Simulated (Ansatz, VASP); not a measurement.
## LiY2P2 in VASP and in Ansatz

```
Li Y P
1.0
    -2.59871    2.59871    6.54447
     2.59871   -2.59871    6.54447
     2.59871    2.59871   -6.54447
Li Y P
1 2 2
Cartesian
  0.0000 0.0000 0.0000
  2.5987 0.0000 3.2722
  0.0000 2.5987 3.2722
  0.0000 0.0000 10.7027
  0.0000 0.0000 2.3863
```

Change from the starting cell: species swapped into the CeSi2Ru2 type (I4/mmm, No. 139).

Alike in both runs: functional PBE; k mesh 10 × 10 × 10; occupations gaussian, width 0.1 eV; no spin polarisation.

Ansatz relaxed the structure, and its values are those at the end. VASP's run is a single point on that final structure, the one shown.

|  | VASP | Ansatz |
| --- | --- | --- |
| version | VASP 6.6.1 | Ansatz 0.2.0 |
| potentials or method | VASP PAW PBE potentials, release 64 (Li_sv, Y_sv, P), cutoff 520 eV | scalar-relativistic, plane waves, PAW |
| valence electrons in the cell | 35 | 35 |

Ansatz gave:

* gap on the k mesh at the Fermi level (eV): none
* rms of the force components (eV/Å): 0.000

Question: Which values does VASP return?

Answer: gap on the k mesh at the Fermi level (eV): none; rms of the force components (eV/Å): 0.004.

A gap of «none» marks a metal or a gap that the smearing closes.

Noted on VASP's run: the cutoff is under 1.25 times that of the potentials, so the pressure is a little rough.
